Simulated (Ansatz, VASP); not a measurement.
**One calculation of Al, two programs**

```xyz
1
Lattice="0.0000 1.9228 2.0240 1.9228 0.0000 2.0240 1.9228 1.9228 0.0000" Properties=species:S:1:pos:R:3 pbc="T T T"
Al    0.0000    0.0000    0.0000
```

Change from the starting cell: strain -0.050 along x and y, +0.000 along z, atoms carried along.

Alike in both runs: task single point; functional PBE; k mesh 20 × 20 × 20; occupations gaussian, width 0.15 eV; no spin polarisation.

|  | VASP | Ansatz |
| --- | --- | --- |
| version | VASP 6.6.1 | Ansatz 0.2.0 |
| potentials or method | VASP PAW PBE potentials, release 64 (Al), cutoff 520 eV | scalar-relativistic, plane waves, PAW |
| valence electrons in the cell | 3 | 3 |

```csv
,VASP,Ansatz,Ansatz less VASP
gap on the k mesh at the Fermi level (eV),none,none,-
pressure (GPa),9.6,9.6,+0.03
"traceless stress, the component that is largest in VASP (GPa)",-2.95,-2.95,0.000
```

A gap of «none» marks a metal or a gap that the smearing closes.
